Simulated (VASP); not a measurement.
The system is Fe4Si.

```
Fe Si
1.0
     4.22156    0.00000    0.00000
    -2.11078    3.65598    0.00000
     0.00000    0.00000    4.00602
Fe Si
4 1
Direct
  0.50000 0.00000 0.50000
  0.00000 0.50000 0.50000
  0.50000 0.50000 0.50000
  0.00000 0.00000 0.00000
  0.00000 0.00000 0.50000
```

The cell was generated, and may not be a known phase.

| Item | Value |
| --- | --- |
| Program | VASP 6.6.1 |
| Task | relaxation of cell and atoms |
| Functional | PBE |
| Potentials or basis | VASP PAW PBE potentials, release 64 (Fe, Si) |
| Cutoff | 600 eV |
| k mesh | 6 × 6 × 4 |
| Occupations | gaussian, width 0.1 eV |
| Spin | collinear spin, ferromagnetic start |
| Starting moments | [4.0, 4.0, 4.0, 4.0, 0.0] μB |

At the start: pressure 54.0 GPa; volume 12.37 Å³/atom.

Task: Where does the relaxation end?

Result: Over 6 steps the energy falls by 604.4 meV/atom and the volume is 16.33 Å³/atom (+32.1 %); space group P6/mmm (No. 191, to 0.1 Å) before and after; moment 7.07 μB per cell.

Step by step:
| step | energy change (eV) | largest force (eV/Å) | pressure (GPa) | volume (Å³) |
| --- | --- | --- | --- | --- |
| 1 | 0.0000 | 0.0000 | 54.01 | 61.83 |
| 2 | -1.4181 | 0.0000 | -13.81 | 106.59 |
| 3 | -3.0176 | 0.0000 | -1.15 | 82.70 |
| 4 | -3.0215 | 0.0000 | -0.29 | 82.02 |
| 5 | -3.0218 | 0.0000 | 0.28 | 81.58 |
| 6 | -3.0220 | 0.0000 | 0.23 | 81.67 |

Final structure:
```xyz
5
Lattice="4.7300 0.0000 0.0000 -2.3650 4.0963 0.0000 0.0000 0.0000 4.2150" Properties=species:S:1:pos:R:3 pbc="T T T"
Fe    2.3650    0.0000    2.1075
Fe    3.5475    2.0482    2.1075
Fe    1.1825    2.0482    2.1075
Fe    0.0000    0.0000    0.0000
Si    0.0000    0.0000    2.1075
```

Caveat: the k points lie up to 0.37 Å⁻¹ apart in the final cell; the volume moved by over 15 % at a fixed basis, so the end points are rough.
